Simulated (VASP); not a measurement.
# Mo3H (P6_322) in VASP: single point with PBE

Aim: the single point of Mo3H with PBE.

Program: VASP 6.6.1. These are calculated values, not measurements. Logs are shortened: lines on timing, memory, paths and dates and some standing lists are left out, and cuts for length are marked.

**1. The cell of the first run**

The structure is hexagonal, space group P6_322 (No. 182). The conventional cell has a = 4.971 Å, b = 4.971 Å, c = 4.721 Å, α = 90.00°, β = 90.00°, γ = 120.00°. H (site symmetry 32) has 6 Mo at 2.09 Å within 2.8 Å. Within 3.1 Å of Mo (site symmetry 2) lie 2 H at 2.09 Å and 12 Mo at 2.65 to 3.04 Å.

**2. Single point, PBE**

Input file INCAR:

```
SYSTEM = Mo3H
ALGO = Normal
EDIFF = 1E-7
ENCUT = 520
GGA = PE
ISIF = 2
ISMEAR = 0
LASPH = .TRUE.
LCHARG = .FALSE.
LREAL = .FALSE.
LWAVE = .FALSE.
NBANDS = 53
NELM = 80
PREC = Accurate
SIGMA = 0.2
```

Input file KPOINTS:

```
k-points
0
G
  4 4 4
  0 0 0
```

Input file POSCAR:

```
Mo3H
1.0
    4.9711000519      0.0000000028      0.0000000000
   -2.4855500284      4.3050989283      0.0000000000
    0.0000000000      0.0000000000      4.7210494286
H Mo
2 6
Direct
    0.3333333333      0.6666666667      0.2500000000
    0.6666666667      0.3333333333      0.7500000000
    0.6922973927      0.6922973927      0.0000000000
    0.6922973927      0.0000000000      0.5000000000
    0.0000000000      0.6922973927      0.5000000000
    0.3077026073      0.3077026073      0.5000000000
    0.3077026073      0.0000000000      0.0000000000
    0.0000000000      0.3077026073      0.0000000000
```

Potentials or basis: VASP PAW PBE potentials, release 64 (H, Mo_sv).

Launch:

```console
$ cat potpaw_PBE.64/H/POTCAR potpaw_PBE.64/Mo_sv/POTCAR > POTCAR
$ mpirun -np 1 vasp_std > vasp.out
```

OUTCAR:

```text
SYSTEM = Mo3H
   EDIFF = 1E-7
   ENCUT = 520
   GGA = PE
   ISIF = 2
   ISMEAR = 0
   LASPH = .TRUE.
   LREAL = .FALSE.
   NELM = 80
   PREC = Accurate

 ion  position               nearest neighbor table
   1  0.333  0.667  0.250-   5 2.09   7 2.09   4 2.09   8 2.09   3 2.09   6 2.09
   2  0.667  0.333  0.750-   8 2.09   4 2.09   7 2.09   5 2.09   6 2.09   3 2.09
   3  0.692  0.692  0.000-   1 2.09   2 2.09   7 2.65   8 2.65   5 2.81   5 2.81   4 2.81   4 2.81
                             8 2.99   7 2.99   7 2.99   8 2.99   6 3.04   6 3.04
   4  0.692  0.000  0.500-   2 2.09   1 2.09   6 2.65   5 2.65   8 2.81   8 2.81   3 2.81   3 2.81
                             5 2.99   6 2.99   5 2.99   6 2.99   7 3.04   7 3.04
   5  0.000  0.692  0.500-   1 2.09   2 2.09   6 2.65   4 2.65   7 2.81   7 2.81   3 2.81   3 2.81
                             6 2.99   4 2.99   4 2.99   6 2.99   8 3.04   8 3.04
   6  0.308  0.308  0.500-   2 2.09   1 2.09   4 2.65   5 2.65   8 2.81   8 2.81   7 2.81   7 2.81
                             5 2.99   4 2.99   4 2.99   5 2.99   3 3.04   3 3.04
   7  0.308  0.000  0.000-   1 2.09   2 2.09   3 2.65   8 2.65   5 2.81   5 2.81   6 2.81   6 2.81
                             8 2.99   3 2.99   8 2.99   3 2.99   4 3.04   4 3.04
   8  0.000  0.308  0.000-   2 2.09   1 2.09   3 2.65   7 2.65   4 2.81   4 2.81   6 2.81   6 2.81
                             3 2.99   7 2.99   7 2.99   3 2.99   5 3.04   5 3.04

  LATTYP: Found a hexagonal cell.
 ALAT       =     4.9711000519
 C/A-ratio  =     0.9496991369

  Lattice vectors:

 A1 = (   4.9711000519,   0.0000000028,   0.0000000000)
 A2 = (  -2.4855500284,   4.3050989283,   0.0000000000)
 A3 = (   0.0000000000,   0.0000000000,   4.7210494286)

Analysis of symmetry for initial positions (statically):
=====================================================================
 Subroutine PRICEL returns:
 Original cell was already a primitive cell.

 Routine SETGRP: Setting up the symmetry group for a
 hexagonal supercell.

 Subroutine GETGRP returns: Found 12 space group operations
 (whereof  6 operations were pure point group operations)
 out of a pool of 24 trial point group operations.

The static configuration has the point symmetry D_3 .
 The point group associated with its full space group is D_6 .

Analysis of symmetry for dynamics (positions and initial velocities):
=====================================================================
 Subroutine PRICEL returns:
 Original cell was already a primitive cell.

 Routine SETGRP: Setting up the symmetry group for a
 hexagonal supercell.

 Subroutine GETGRP returns: Found 12 space group operations
 (whereof  6 operations were pure point group operations)
 out of a pool of 24 trial point group operations.

The dynamic configuration has the point symmetry D_3 .
 The point group associated with its full space group is D_6 .

 Subroutine INISYM returns: Found 12 space group operations
 (whereof  6 operations are pure point group operations),
 and found     1 'primitive' translations

----------------------------------------------------------------------------------------

                                     Primitive cell

  volume of cell :     101.0355

  direct lattice vectors                    reciprocal lattice vectors
     4.971100052  0.000000003  0.000000000     0.201162718  0.116141350  0.000000000
    -2.485550028  4.305098928  0.000000000    -0.000000000  0.232282699  0.000000000
     0.000000000  0.000000000  4.721049429     0.000000000  0.000000000  0.211817312

  length of vectors
     4.971100052  4.971100052  4.721049429     0.232282699  0.232282699  0.211817312

  position of ions in fractional coordinates (direct lattice)
     0.333333333  0.666666667  0.250000000
     0.666666667  0.333333333  0.750000000
     0.692297393  0.692297393  0.000000000
     0.692297393  0.000000000  0.500000000
     0.000000000  0.692297393  0.500000000
     0.307702607  0.307702607  0.500000000
     0.307702607  0.000000000  0.000000000
     0.000000000  0.307702607  0.000000000

  ion indices of the primitive-cell ions
   primitive index   ion index
                 1           1
                 2           2
                 3           3
                 4           4
                 5           5
                 6           6
                 7           7
                 8           8

----------------------------------------------------------------------------------------

 KPOINTS: k-points

Automatic generation of k-mesh.
 Grid dimensions read from file:
 generate k-points for:    4    4    4

 Generating k-lattice:

  Cartesian coordinates                     Fractional coordinates (reciprocal lattice)
     0.050290680  0.029035337  0.000000000     0.250000000  0.000000000  0.000000000
    -0.000000000  0.058070675  0.000000000     0.000000000  0.250000000  0.000000000
     0.000000000  0.000000000  0.052954328     0.000000000  0.000000000  0.250000000

  Length of vectors
     0.058070675  0.058070675  0.052954328

  Shift w.r.t. Gamma in fractional coordinates (k-lattice)
     0.000000000  0.000000000  0.000000000

 Subroutine IBZKPT returns following result:
 ===========================================

 Found     12 irreducible k-points:

 Following reciprocal coordinates:
            Coordinates               Weight
  0.000000  0.000000  0.000000      1.000000
  0.250000  0.000000  0.000000      6.000000
  0.500000  0.000000  0.000000      3.000000
  0.250000  0.250000  0.000000      6.000000
  0.000000  0.000000  0.250000      2.000000
  0.250000  0.000000  0.250000     12.000000
  0.500000  0.000000  0.250000      6.000000
  0.250000  0.250000  0.250000     12.000000
  0.000000  0.000000  0.500000      1.000000
  0.250000  0.000000  0.500000      6.000000
  0.500000  0.000000  0.500000      3.000000
  0.250000  0.250000  0.500000      6.000000
   k-points           NKPTS =     12   k-points in BZ     NKDIM =     12   number of bands    NBANDS=     53
   number of dos      NEDOS =    301   number of ions     NIONS =      8
   total plane-waves  NPLWV =  57600
   dimension x,y,z NGX =    40 NGY =   40 NGZ =   36
   dimension x,y,z NGXF=    80 NGYF=   80 NGZF=   72
   ions per type =               2   6
   NGX,Y,Z   is equivalent  to a cutoff of  13.38, 13.38, 12.68 a.u.
   NGXF,Y,Z  is equivalent  to a cutoff of  26.75, 26.75, 25.35 a.u.
 SYSTEM =  Mo3H
   PREC   = accura    normal or accurate (medium, high low for compatibility)
   ISTART =      0    job   : 0-new  1-cont  2-samecut
   ICHARG =      2    charge: 1-file 2-atom 10-const
   ISPIN  =      1    spin polarized calculation?
   LNONCOLLINEAR =      F non collinear calculations
   LSORBIT =      F    spin-orbit coupling
   LASPH  =      T    aspherical Exc in radial PAW
   ENCUT  =  520.0 eV  38.22 Ry    6.18 a.u.   9.24  9.24  8.78*2*pi/ulx,y,z
   NELM   =     80;   NELMIN=  2; NELMDL= -5     # of ELM steps
   EDIFF  = 0.1E-06   stopping-criterion for ELM
   LREAL  =      F    real-space projection
   EDIFFG = 0.1E-05   stopping-criterion for IOM
   NSW    =      0    number of steps for IOM
   IBRION =     -1    ionic relax: 0-MD 1-quasi-New 2-CG
   NFREE  =      0    steps in history (QN), initial steepest desc. (CG)
   ISIF   =      2    stress and relaxation
   ISYM   =      2    0-nonsym 1-usesym 2-fastsym
   POTIM  = 0.5000    time-step for ionic-motion
   TEBEG  =    0.0;   TEEND  =   0.0 temperature during run
   PSTRESS=    0.0 pullay stress
   NELECT =      86.0000    total number of electrons
   NUPDOWN=      -1.0000    fix difference up-down
   EMIN   =  10.00;   EMAX   =-10.00  energy-range for DOS
   EFERMI =   0.00;   METHOD = LEGACY
   ISMEAR =     0;   SIGMA  =   0.20  broadening in eV -4-tet -1-fermi 0-gaus
   EFERMI_NEDOS =   21; number of points for ismear=-14 and -15
   IALGO  =     38    algorithm
   IMIX   =      4    mixing-type and parameters
     AMIX     =   0.40;   BMIX     =  1.00
     AMIX_MAG =   1.60;   BMIX_MAG =  1.00
  volume/ion in A,a.u.               =      12.63        85.23
  Fermi-wavevector in a.u.,A,eV,Ry     =   1.551492  2.931895 32.750964  2.407128
  Thomas-Fermi vector in A             =   2.656004
   LORBIT       =      0    0 simple, 1 ext, 2 COOP (PROOUT), +10 PAW based schemes
   GGA     = PE    functional components
   LHFCALC =     F    Hartree Fock is set to
   AEXX    =    0.0000 exact exchange contribution
   IVDW    =     0    specifies the selected vdW correction
   LEPSILON=     F    determine dielectric tensor
   LRPA    =     F    only Hartree local field effects (RPA)
 non-spin polarized calculation
 Gauss-broadening in eV      SIGMA  =   0.20
  energy-cutoff  :      520.00
  volume of cell :      101.04
 maximum number of plane-waves:      2746
 NGX is ok and might be reduce to    40
   NGX = 19   NGY = 19   NGZ = 17

 number of electron      85.9999999 magnetization

 Free energy of the ion-electron system (eV)
  ---------------------------------------------------
  ext. energy  EPLUGINS =         0.00000000
  ---------------------------------------------------
  free energy    TOTEN  =       -70.40054168 eV

  energy without entropy =      -70.27844021  energy(sigma->0) =      -70.33949094

 E-fermi :  11.4673     XC(G=0): -13.1393

 val. band max:       11.3759229825   @ k =   0.2500   0.2500   0.0000
 cond. band min:      11.5179186495   @ k =   0.0000   0.0000   0.2500
 fundamental gap:      0.1419956670
 Fermi energy:        11.4673116349

 k-point     1 :       0.0000    0.0000    0.0000
  band No.  band energies     occupation
      1     -49.3212      2.00000
      2     -49.1270      2.00000
      3     -49.0708      2.00000
      4     -49.0708      2.00000
      5     -49.0229      2.00000
      6     -49.0229      2.00000
[... 45 lines left out ...]
     52      14.3896      0.00000
     53      14.3896      0.00000
[... 614 lines left out ...]
     52      14.2578      0.00000
     53      14.7330      0.00000

------------------------ aborting loop because EDIFF is reached ----------------------------------------

  FORCE on cell =-STRESS in cart. coord.  units (eV):
  Direction    XX          YY          ZZ          XY          YZ          ZX
  --------------------------------------------------------------------------------------
  -------------------------------------------------------------------------------------
  Total        0.2455875      0.2455875      0.4958749     -0.0000000     -0.0000000      0.0000000
  in kB        3.8944180      3.8944180      7.8633671     -0.0000000     -0.0000000      0.0000000
  external PRESSURE =       5.2174010 kB  Pullay stress =       0.0000000 kB

 VOLUME and BASIS-vectors are now :
 -----------------------------------------------------------------------------
  energy-cutoff  :      520.00
  volume of cell :      101.04
      direct lattice vectors                 reciprocal lattice vectors
     4.971100052  0.000000003  0.000000000     0.201162718  0.116141350  0.000000000
    -2.485550028  4.305098928  0.000000000    -0.000000000  0.232282699  0.000000000
     0.000000000  0.000000000  4.721049429     0.000000000  0.000000000  0.211817312

 POSITION                                       TOTAL-FORCE (eV/Angst)
 -----------------------------------------------------------------------------------
     -0.00000      2.87007      1.18026         0.000000      0.000000      0.000000
      2.48555      1.43503      3.54079         0.000000      0.000000     -0.000000
      1.72074      2.98041      0.00000        -0.024387     -0.042240     -0.000000
      3.44148      0.00000      2.36052        -0.048775     -0.000000      0.000000
     -1.72074      2.98041      2.36052         0.024387     -0.042240     -0.000000
      0.76481      1.32469      2.36052         0.024387      0.042240      0.000000
      1.52962      0.00000      0.00000         0.048775      0.000000     -0.000000
     -0.76481      1.32469      0.00000        -0.024387      0.042240      0.000000
 -----------------------------------------------------------------------------------
    total drift:                               -0.000001      0.000000     -0.000000

  FREE ENERGIE OF THE ION-ELECTRON SYSTEM (eV)
  ---------------------------------------------------
  free  energy   TOTEN  =       -70.4005416773 eV

  energy  without entropy=      -70.2784402070  energy(sigma->0) =      -70.33949094
```

Run time: 36 s. Hardware: 1 thread of Intel Xeon 6975P-C (Granite Rapids), shared host; peak memory 0.24 GiB.

Results:

- Free energy: -70.4005 eV
- Pressure: 0.5 GPa
- Largest force: 0.049 eV/Å
- Band gap on the k mesh: zero (bands 43 and 44 overlap by 1.44 eV)

Forces on the atoms (eV/Å):
```
H    0.000  0.000  0.000
H    0.000  0.000  0.000
Mo  -0.024 -0.042  0.000
Mo  -0.049  0.000  0.000
Mo   0.024 -0.042  0.000
Mo   0.024  0.042  0.000
Mo   0.049  0.000  0.000
Mo  -0.024  0.042  0.000
```

Stress tensor (GPa, compression positive):
```
0.39 0.00 0.00
0.00 0.39 0.00
0.00 0.00 0.79
```

Levels at points of the mesh, in eV from the Fermi level:
| k point | band 40 | band 41 | band 42 | band 43 | band 44 | band 45 | band 46 | band 47 |
| --- | --- | --- | --- | --- | --- | --- | --- | --- |
| (0.00, 0.00, 0.00) | -0.76 | -0.76 | -0.24 | -0.24 | 0.11 | 0.12 | 0.31 | 0.99 |
| (0.50, 0.00, 0.00) | -0.93 | -0.80 | -0.38 | -0.15 | -0.12 | 0.47 | 0.64 | 0.78 |
| (0.00, 0.00, 0.50) | -1.17 | -0.88 | -0.88 | -0.81 | -0.81 | 0.23 | 0.23 | 0.74 |
| (0.50, 0.00, 0.50) | -1.63 | 0.23 | 0.23 | 0.63 | 0.63 | 0.94 | 0.94 | 1.25 |

Caveat: the k points lie up to 0.36 Å⁻¹ apart, too coarse for converged energies and pressures of a metal.

The gap in the log of VASP goes by the Fermi energy; the results here count the filled bands.